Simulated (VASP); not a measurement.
Wanted: the native input for a VASP 6.6.1 run.

| Item | Value |
| --- | --- |
| Task | single point |
| Functional | r2SCAN |
| Potentials or basis | VASP PAW PBE potentials, release 64 (Ru_pv) |
| Cutoff | 520 eV |
| k mesh | 14 × 14 × 14 |
| Occupations | gaussian, width 0.1 eV |
| Spin | no spin polarisation |
| Dipole correction | no |
| Further INCAR settings | ALGO = Normal; EDIFF = 1e-07; NBANDS = 21 |

Ru:

```xyz
2
Lattice="0.0000 2.7067 2.7067 2.7067 0.0000 2.7067 2.7067 2.7067 0.0000" Properties=species:S:1:pos:R:3 pbc="T T T"
Ru    0.0000    0.0000    0.0000
Ru    1.3533    1.3533    1.3533
```

The input as run:

POSCAR

```
Ru
1.0
    0.0000000000      2.7066859853      2.7066859853
    2.7066859853      0.0000000000      2.7066859853
    2.7066859853      2.7066859853      0.0000000000
Ru
2
Direct
    0.0000000000      0.0000000000      0.0000000000
    0.2500000000      0.2500000000      0.2500000000
```

INCAR.step1

```
PREC = Accurate
ENCUT = 520
ISMEAR = 0
SIGMA = 0.1
LREAL = False
LASPH = True
NELM = 60
NBANDS = 21
GGA = PE
ALGO = Normal
EDIFF = 1E-4
LWAVE = True
LCHARG = False
```

INCAR.step2

```
PREC = Accurate
ENCUT = 520
EDIFF = 1E-7
ISMEAR = 0
SIGMA = 0.1
LREAL = False
LASPH = True
NELM = 60
ALGO = Normal
ISIF = 2
LWAVE = False
LCHARG = True
METAGGA = R2SCAN
LMIXTAU = True
LELF = True
LVHAR = True
NBANDS = 21
ISTART = 1
```

KPOINTS

```
Automatic mesh
0
Gamma
  14 14 14
```

Potentials or basis: VASP PAW PBE potentials, release 64 (Ru_pv).

Command:

```console
$ cat potpaw_PBE.64/Ru_pv/POTCAR > POTCAR
$ cp INCAR.step1 INCAR
$ mpirun -np 1 vasp_std > vasp.out
$ cp INCAR.step2 INCAR
$ mpirun -np 1 vasp_std > vasp.out
```

It gave:

```yaml
Pressure: 0.8 GPa
Band_gap_on_the_k_mesh: zero (band 14 reaches 7.72 eV, above the bottom of band 15 at 6.74 eV)
```

Caveat: the PAW data sets were made with another functional, which shifts forces and pressure a little.

Run time: 3.1 min on 1 thread of Intel Xeon 6975P-C, on a shared host, peak memory 0.21 GiB.
